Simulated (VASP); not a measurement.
# Al (P6/mmm) in VASP: notebook

The runs below take Al through relaxation of shape and atoms at fixed volume, with PBE.

Program: VASP 6.6.1. These are calculated values, not measurements. Logs are shortened: lines on timing, memory, paths and dates and some standing lists are left out, and cuts for length are marked.

## (1) The cell of the first run

Symmetry: P6/mmm, No. 191, hexagonal system. Conventional cell: a = 3.377 Å, b = 3.377 Å, c = 2.091 Å, α = 90.00°, β = 90.00°, γ = 120.00°. Al (site symmetry 6/mmm) has 14 Al at 2.09 to 2.21 Å within 2.8 Å. Within 2.6 Å of Al (site symmetry -6m2) lie 11 Al at 1.95 to 2.21 Å.

## (2) Relaxation of shape and atoms at fixed volume, PBE

File INCAR:

```
SYSTEM = Al
ALGO = Normal
EDIFF = 1E-6
EDIFFG = -0.005
ENCUT = 600
GGA = PE
IBRION = 2
ISIF = 4
ISMEAR = -1
LASPH = .True.
LCHARG = .False.
LREAL = .False.
LWAVE = .False.
NELM = 80
NSW = 50
PREC = Accurate
SIGMA = 0.08
```

File KPOINTS:

```
k-points
0
Gamma
  8 8 11
  0 0 0
```

File POSCAR:

```
Al
1.0
    3.3769251532      0.0000000000      0.0000000000
   -1.6884625766      2.9245029693      0.0000000000
    0.0000000000      0.0000000000      2.0907146086
Al
3
Direct
    0.0000000000      0.0000000000      0.0000000000
    0.3333333333      0.6666666667      0.5000000000
    0.6666666667      0.3333333333      0.5000000000
```

Potentials or basis: VASP PAW PBE potentials, release 64 (Al).

On the command line:

```sh
$ cat potpaw_PBE.64/Al/POTCAR > POTCAR
$ mpirun -np 1 vasp_std > vasp.out
```

OUTCAR:

```text
SYSTEM = Al
   EDIFF = 1E-6
   EDIFFG = -0.005
   ENCUT = 600
   GGA = PE
   IBRION = 2
   ISIF = 4
   ISMEAR = -1
   LASPH = .True.
   LREAL = .False.
   NELM = 80
   NSW = 50
   PREC = Accurate

 ion  position               nearest neighbor table
   1  0.000  0.000  0.000-   2 2.21   3 2.21   2 2.21   3 2.21   2 2.21   2 2.21   3 2.21   3 2.21
                             3 2.21   3 2.21   2 2.21   2 2.21
   2  0.333  0.667  0.500-   3 1.95   3 1.95   3 1.95   1 2.21   1 2.21   1 2.21   1 2.21   1 2.21
                             1 2.21   3 2.86   3 2.86   3 2.86   3 2.86   3 2.86   3 2.86
   3  0.667  0.333  0.500-   2 1.95   2 1.95   2 1.95   1 2.21   1 2.21   1 2.21   1 2.21   1 2.21
                             1 2.21   2 2.86   2 2.86   2 2.86   2 2.86   2 2.86   2 2.86

  LATTYP: Found a hexagonal cell.
 ALAT       =     3.3769251532
 C/A-ratio  =     0.6191178406

  Lattice vectors:

 A1 = (   3.3769251532,   0.0000000000,   0.0000000000)
 A2 = (  -1.6884625766,   2.9245029693,   0.0000000000)
 A3 = (   0.0000000000,   0.0000000000,   2.0907146086)

Analysis of symmetry for initial positions (statically):
=====================================================================
 Subroutine PRICEL returns:
 Original cell was already a primitive cell.

 Routine SETGRP: Setting up the symmetry group for a
 hexagonal supercell.

 Subroutine GETGRP returns: Found 24 space group operations
 (whereof 24 operations were pure point group operations)
 out of a pool of 24 trial point group operations.

The static configuration has the point symmetry D_6h.

Analysis of symmetry for dynamics (positions and initial velocities):
=====================================================================
 Subroutine PRICEL returns:
 Original cell was already a primitive cell.

 Routine SETGRP: Setting up the symmetry group for a
 hexagonal supercell.

 Subroutine GETGRP returns: Found 24 space group operations
 (whereof 24 operations were pure point group operations)
 out of a pool of 24 trial point group operations.

The dynamic configuration has the point symmetry D_6h.

 Subroutine INISYM returns: Found 24 space group operations
 (whereof 24 operations are pure point group operations),
 and found     1 'primitive' translations

----------------------------------------------------------------------------------------

                                     Primitive cell

  volume of cell :      20.6475

  direct lattice vectors                    reciprocal lattice vectors
     3.376925153  0.000000000  0.000000000     0.296127381  0.170969223  0.000000000
    -1.688462577  2.924502969  0.000000000     0.000000000  0.341938446  0.000000000
     0.000000000  0.000000000  2.090714609     0.000000000  0.000000000  0.478305358

  length of vectors
     3.376925153  3.376925153  2.090714609     0.341938446  0.341938446  0.478305358

  position of ions in fractional coordinates (direct lattice)
     0.000000000  0.000000000  0.000000000
     0.333333333  0.666666667  0.500000000
     0.666666667  0.333333333  0.500000000

  ion indices of the primitive-cell ions
   primitive index   ion index
                 1           1
                 2           2
                 3           3

----------------------------------------------------------------------------------------

 KPOINTS: k-points

Automatic generation of k-mesh.
 Grid dimensions read from file:
 generate k-points for:    8    8   11

 Generating k-lattice:

  Cartesian coordinates                     Fractional coordinates (reciprocal lattice)
     0.037015923  0.021371153  0.000000000     0.125000000  0.000000000  0.000000000
     0.000000000  0.042742306  0.000000000     0.000000000  0.125000000  0.000000000
     0.000000000  0.000000000  0.043482305     0.000000000  0.000000000  0.090909091

  Length of vectors
     0.042742306  0.042742306  0.043482305

  Shift w.r.t. Gamma in fractional coordinates (k-lattice)
     0.000000000  0.000000000  0.000000000

 Subroutine IBZKPT returns following result:
 ===========================================

 Found     60 irreducible k-points:

 Following reciprocal coordinates:
            Coordinates               Weight
  0.000000  0.000000  0.000000      1.000000
  0.125000  0.000000  0.000000      6.000000
  0.250000  0.000000  0.000000      6.000000
  0.375000  0.000000  0.000000      6.000000
  0.500000  0.000000  0.000000      3.000000
  0.125000  0.125000  0.000000      6.000000
[... 16 lines left out ...]
  0.250000  0.000000  0.181818     12.000000
  0.375000  0.000000  0.181818     12.000000
 [... further k-points ...]
   k-points           NKPTS =     60   k-points in BZ     NKDIM =     60   number of bands    NBANDS=      8
   number of dos      NEDOS =    301   number of ions     NIONS =      3
   total plane-waves  NPLWV =  14112
   dimension x,y,z NGX =    28 NGY =   28 NGZ =   18
   dimension x,y,z NGXF=    56 NGYF=   56 NGZF=   36
   ions per type =               3
   NGX,Y,Z   is equivalent  to a cutoff of  13.78, 13.78, 14.31 a.u.
   NGXF,Y,Z  is equivalent  to a cutoff of  27.57, 27.57, 28.63 a.u.
 SYSTEM =  Al
   PREC   = accura    normal or accurate (medium, high low for compatibility)
   ISTART =      0    job   : 0-new  1-cont  2-samecut
   ICHARG =      2    charge: 1-file 2-atom 10-const
   ISPIN  =      1    spin polarized calculation?
   LNONCOLLINEAR =      F non collinear calculations
   LSORBIT =      F    spin-orbit coupling
   LASPH  =      T    aspherical Exc in radial PAW
   ENCUT  =  600.0 eV  44.10 Ry    6.64 a.u.   6.74  6.74  4.18*2*pi/ulx,y,z
   NELM   =     80;   NELMIN=  2; NELMDL= -5     # of ELM steps
   EDIFF  = 0.1E-05   stopping-criterion for ELM
   LREAL  =      F    real-space projection
   EDIFFG = -.5E-02   stopping-criterion for IOM
   NSW    =     50    number of steps for IOM
   IBRION =      2    ionic relax: 0-MD 1-quasi-New 2-CG
   NFREE  =      1    steps in history (QN), initial steepest desc. (CG)
   ISIF   =      4    stress and relaxation
   ISYM   =      2    0-nonsym 1-usesym 2-fastsym
   POTIM  = 0.5000    time-step for ionic-motion
   TEBEG  =    0.0;   TEEND  =   0.0 temperature during run
   PSTRESS=    0.0 pullay stress
   NELECT =       9.0000    total number of electrons
   NUPDOWN=      -1.0000    fix difference up-down
   EMIN   =  10.00;   EMAX   =-10.00  energy-range for DOS
   EFERMI =   0.00;   METHOD = LEGACY
   ISMEAR =    -1;   SIGMA  =   0.08  broadening in eV -4-tet -1-fermi 0-gaus
   EFERMI_NEDOS =   21; number of points for ismear=-14 and -15
   IALGO  =     38    algorithm
   IMIX   =      4    mixing-type and parameters
     AMIX     =   0.40;   BMIX     =  1.00
     AMIX_MAG =   1.60;   BMIX_MAG =  1.00
  volume/ion in A,a.u.               =       6.88        46.45
  Fermi-wavevector in a.u.,A,eV,Ry     =   1.241270  2.345660 20.963192  1.540751
  Thomas-Fermi vector in A             =   2.375675
   LORBIT       =      0    0 simple, 1 ext, 2 COOP (PROOUT), +10 PAW based schemes
   GGA     = PE    functional components
   LHFCALC =     F    Hartree Fock is set to
   AEXX    =    0.0000 exact exchange contribution
   IVDW    =     0    specifies the selected vdW correction
   LEPSILON=     F    determine dielectric tensor
   LRPA    =     F    only Hartree local field effects (RPA)
 conjugate gradient relaxation of ions
 non-spin polarized calculation
  energy-cutoff  :      600.00
  volume of cell :       20.65
 maximum number of plane-waves:       704
 NGX is ok and might be reduce to    28
   NGX = 13   NGY = 13   NGZ =  9

--------------------------------------- Ionic step        1  -------------------------------------------

 number of electron       9.0000000 magnetization

 Free energy of the ion-electron system (eV)
  ---------------------------------------------------
  ext. energy  EPLUGINS =         0.00000000
  ---------------------------------------------------
  free energy    TOTEN  =         7.31619299 eV

  energy without entropy =        7.33779883  energy(sigma->0) =        7.32699591

------------------------ aborting loop because EDIFF is reached ----------------------------------------

  FORCE on cell =-STRESS in cart. coord.  units (eV):
  Direction    XX          YY          ZZ          XY          YZ          ZX
  --------------------------------------------------------------------------------------
  -------------------------------------------------------------------------------------
  Total       54.3095130     54.3095130     48.4276883      0.0000000      0.0000000      0.0000000
  in kB     4214.2300131   4214.2300130   3757.8207988      0.0000000      0.0000000      0.0000000
  external PRESSURE =    4062.0936083 kB  Pullay stress =       0.0000000 kB
[... 92 lines left out ...]
  FREE ENERGIE OF THE ION-ELECTRON SYSTEM (eV)
  ---------------------------------------------------
  free  energy   TOTEN  =         7.2520311621 eV

  energy  without entropy=        7.2711308031  energy(sigma->0) =        7.26158098

[... ionic steps 4 to 13 ...]

--------------------------------------- Ionic step       14  -------------------------------------------

 number of electron       9.0000000 magnetization

------------------------ aborting loop because EDIFF is reached ----------------------------------------

  FORCE on cell =-STRESS in cart. coord.  units (eV):
  Direction    XX          YY          ZZ          XY          YZ          ZX
  --------------------------------------------------------------------------------------
  -------------------------------------------------------------------------------------
  Total       52.2363348     52.2363347     52.1957591      0.0000000     -0.0000000      0.0000000
  in kB     4053.3585622   4053.3585606   4050.2100349      0.0000000     -0.0000000      0.0000000
  external PRESSURE =    4052.3090526 kB  Pullay stress =       0.0000000 kB
[... 59 lines left out ...]
  energy  without entropy=        7.2710187274  energy(sigma->0) =        7.26152167

--------------------------------------- Ionic step       16  -------------------------------------------

 number of electron       9.0000000 magnetization

 Free energy of the ion-electron system (eV)
  ---------------------------------------------------
  ext. energy  EPLUGINS =         0.00000000
  ---------------------------------------------------
  free energy    TOTEN  =         7.25202327 eV

  energy without entropy =        7.27103348  energy(sigma->0) =        7.26152837

 E-fermi :  20.7610     XC(G=0): -13.8915

 val. band max:       20.7569506508   @ k =   0.2500   0.0000   0.0909
 cond. band min:      20.8154172150   @ k =   0.2500   0.1250   0.0000
 fundamental gap:      0.0584665642
 Fermi energy:        20.7609804990

 k-point     1 :       0.0000    0.0000    0.0000
  band No.  band energies     occupation
      1       2.6125      2.00000
      2      16.3072      2.00000
      3      16.3072      2.00000
      4      16.3578      2.00000
      5      16.3578      2.00000
      6      21.0418      0.05806
      7      22.4388      0.00000
      8      35.7264      0.00000
[... 243 lines left out ...]
 k-point    24 :       0.3750    0.0000    0.1818
  band No.  band energies     occupation
      1       6.0371      2.00000
      2       9.8504      2.00000
      3      14.1875      2.00000
      4      16.5911      2.00000
      5      24.2527      0.00000
      6      24.5106      0.00000
      7      28.4366      0.00000
      8      29.8925      0.00000

 [... further k-points ...]
[... 5 lines left out ...]
  --------------------------------------------------------------------------------------
  -------------------------------------------------------------------------------------
  Total       52.2281459     52.2281459     52.2111404      0.0000000     -0.0000000      0.0000000
  in kB     4052.7231362   4052.7231342   4051.4035689      0.0000000     -0.0000000      0.0000000
  external PRESSURE =    4052.2832797 kB  Pullay stress =       0.0000000 kB
[... 18 lines left out ...]
  FREE ENERGIE OF THE ION-ELECTRON SYSTEM (eV)
  ---------------------------------------------------
  free  energy   TOTEN  =         7.2520232688 eV

  energy  without entropy=        7.2710334777  energy(sigma->0) =        7.26152837

 reached required accuracy - stopping structural energy minimisation
```

Wall time 2.1 min (1 thread of Intel Xeon 6975P-C, shared host); peak memory 0.13 GiB.

Results:

```
Free energy               : 7.2520 eV
Energy gained by relaxing : 21.4 meV/atom
Ionic steps               : 16
Pressure after relaxing   : 405.2 GPa
```

Stress tensor (GPa, compression positive):
```
405.27   0.00   0.00
  0.00 405.27   0.00
  0.00   0.00 405.14
```

Step by step:
| step | energy change (eV) | largest force (eV/Å) | pressure (GPa) | volume (Å³) |
| --- | --- | --- | --- | --- |
| 1 | 0.0000 | 0.0000 | 406.21 | 20.65 |
| 2 | 0.2111 | 0.0000 | 405.79 | 20.65 |
| 3 | -0.0642 | 0.0000 | 405.22 | 20.65 |
| 4 | -0.0642 | 0.0000 | 405.23 | 20.65 |
| 5 | -0.0642 | 0.0000 | 405.23 | 20.65 |
| 6 | -0.0642 | 0.0000 | 405.23 | 20.65 |
| 7 | -0.0642 | 0.0000 | 405.23 | 20.65 |
| 8 | -0.0642 | 0.0000 | 405.23 | 20.65 |
| 9 | -0.0642 | 0.0000 | 405.23 | 20.65 |
| 10 | -0.0642 | 0.0000 | 405.23 | 20.65 |
| 11 | -0.0642 | 0.0000 | 405.23 | 20.65 |
| 12 | -0.0642 | 0.0000 | 405.23 | 20.65 |
| 13 | -0.0642 | 0.0000 | 405.23 | 20.65 |
| 14 | -0.0642 | 0.0000 | 405.23 | 20.65 |
| 15 | -0.0642 | 0.0000 | 405.23 | 20.65 |
| 16 | -0.0642 | 0.0000 | 405.23 | 20.65 |

Final structure:
```
Al
1.0
     3.41261    0.00000    0.00000
    -1.70630    2.95540    0.00000
     0.00000    0.00000    2.04722
Al
3
Direct
  0.00000 0.00000 0.00000
  0.33333 0.66667 0.50000
  0.66667 0.33333 0.50000
```

## (3) Relaxation of shape and atoms at fixed volume, PBE

This run uses another cell than the first one, of 9.46 Å³/atom, 1.375 times its volume.

File INCAR:

```
SYSTEM = Al
PREC = Accurate ; ENCUT = 600
EDIFF = 1E-6 ; ISMEAR = -1
SIGMA = 0.08 ; LREAL = .False.
LASPH = .True. ; NELM = 100
ALGO = Normal ; ISIF = 4
LWAVE = .False. ; LCHARG = .False.
GGA = PE ; IBRION = 2
NSW = 50 ; EDIFFG = -0.005
```

File KPOINTS:

```
regular mesh
0
Gamma
  8 8 11
  0 0 0
```

File POSCAR:

```
Al
1.0
    3.7551071540      0.0000000000      0.0000000000
   -1.8775535770      3.2520181893      0.0000000000
    0.0000000000      0.0000000000      2.3248538323
Al
3
Direct
    0.0000000000      0.0000000000      0.0000000000
    0.3333333333      0.6666666667      0.5000000000
    0.6666666667      0.3333333333      0.5000000000
```

Potentials or basis: VASP PAW PBE potentials, release 64 (Al).

On the command line:

```sh
$ cat potpaw_PBE.64/Al/POTCAR > POTCAR
$ mpirun -np 1 vasp_std > vasp.out
```

Wall time 66 s (1 thread of Intel Xeon 6975P-C, shared host); peak memory 0.15 GiB.

The run converged. Its results:

```
Free energy               : -4.7376 eV
Energy gained by relaxing : 10.3 meV/atom
Ionic steps               : 3
Pressure after relaxing   : 141.6 GPa
```

Stress tensor (GPa, compression positive):
```
141.58   0.00   0.00
  0.00 141.58   0.00
  0.00   0.00 141.67
```

Step by step:
| step | energy change (eV) | largest force (eV/Å) | pressure (GPa) | volume (Å³) |
| --- | --- | --- | --- | --- |
| 1 | 0.0000 | 0.0000 | 142.11 | 28.39 |
| 2 | -0.0069 | 0.0000 | 141.76 | 28.39 |
| 3 | -0.0309 | 0.0000 | 141.61 | 28.39 |

Final structure:
```
CELL_PARAMETERS angstrom
3.79011 0.00000 0.00000
-1.89506 3.28233 0.00000
0.00000 0.00000 2.28211
ATOMIC_POSITIONS crystal
Al 0.00000 0.00000 0.00000
Al 0.33333 0.66667 0.50000
Al 0.66667 0.33333 0.50000
```

Levels at points of the mesh, in eV from the Fermi level:
```csv
k point,band 1,band 2,band 3,band 4,band 5,band 6,band 7,band 8
"(0.00, 0.00, 0.00)",-15.55,-3.77,-3.77,-3.71,-3.71,-0.33,0.18,11.23
"(0.50, 0.00, 0.00)",-12.21,-12.19,-6.65,-4.85,5.11,5.37,7.08,7.58
```
